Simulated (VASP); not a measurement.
Zr:

```
Zr
1.0
     3.23200    0.00000    0.00000
    -1.61600    2.79899    0.00000
     0.00000    0.00000    5.14700
Zr
2
Direct
  0.33333 0.66667 0.25000
  0.66667 0.33333 0.75000
```

| Quantity | Value |
| --- | --- |
| Program | VASP 6.6.1 |
| Task | relaxation of cell and atoms |
| Functional | PBEsol |
| Potentials or basis | VASP PAW PBE potentials, release 64 (Zr_sv) |
| Cutoff | 600 eV |
| k mesh | 7 × 7 × 4 |
| Occupations | gaussian, width 0.02 eV |
| Spin | no spin polarisation |

At the start: pressure -3.0 GPa; volume 23.28 Å³/atom.

**Question.** Where does the relaxation end?

**Answer.** Over 3 steps the energy falls by 7.2 meV/atom and the volume is 22.54 Å³/atom (-3.2 %); space group P6_3/mmc (No. 194, to 0.05 Å).

The path:
```tsv
step	energy change (eV)	largest force (eV/Å)	pressure (GPa)	volume (Å³)
1	0.0000	0.0000	-3.03	46.56
2	-0.0006	0.0000	3.16	43.65
3	-0.0145	0.0000	-0.04	45.08
```

Final structure:
```yaml
crystal:
  lattice:
    - [3.19583, 0.00000, 0.00000]
    - [-1.59792, 2.76767, 0.00000]
    - [0.00000, 0.00000, 5.09646]
  atoms:
    - { symbol: Zr, position: [0.33333, 0.66667, 0.25000] }
    - { symbol: Zr, position: [0.66667, 0.33333, 0.75000] }
```

Caveat: the PAW data sets were made with another functional, which shifts forces and pressure a little.
